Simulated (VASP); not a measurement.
A run of VASP 6.6.1 is set up as follows.

File INCAR:

```
SYSTEM = InO3
PREC = Accurate ; ENCUT = 520
EDIFF = 1E-7 ; ISMEAR = -1
SIGMA = 0.06122561905347299 ; LREAL = .FALSE.
LASPH = .TRUE. ; NELM = 60
ALGO = Normal ; ISIF = 2
LWAVE = .FALSE. ; LCHARG = .FALSE.
GGA = PE ; NBANDS = 24
```

KPOINTS

```
regular mesh
0
G
  9 9 9
  0 0 0
```

POSCAR

```
InO3
1.0
    4.2125360646      0.0000000000      0.0000000000
    0.0000000000      4.2125360646      0.0000000000
    0.0000000000      0.0000000000      4.2125360646
In O
1 3
Direct
    0.0000000000      0.0000000000      0.0000000000
    0.5000000000      0.0000000000      0.0000000000
    0.0000000000      0.5000000000      0.0000000000
    0.0000000000      0.0000000000      0.5000000000
```

Potentials or basis: VASP PAW PBE potentials, release 64 (In_d, O).

Launch:

```console
$ cat potpaw_PBE.64/In_d/POTCAR potpaw_PBE.64/O/POTCAR > POTCAR
$ mpirun -np 1 vasp_std > vasp.out
```

Task: Predict the band gap on the k mesh.

Result: Zero (an odd number of electrons rules out a gap without spin polarisation).

Task: What does it give for the pressure?

Result: 0.2 GPa.

Caveat: spin-orbit coupling is left out, which moves the levels of the heavy elements; an odd number of electrons without spin polarisation forces a metal; a magnetic or distorted state may lie lower.
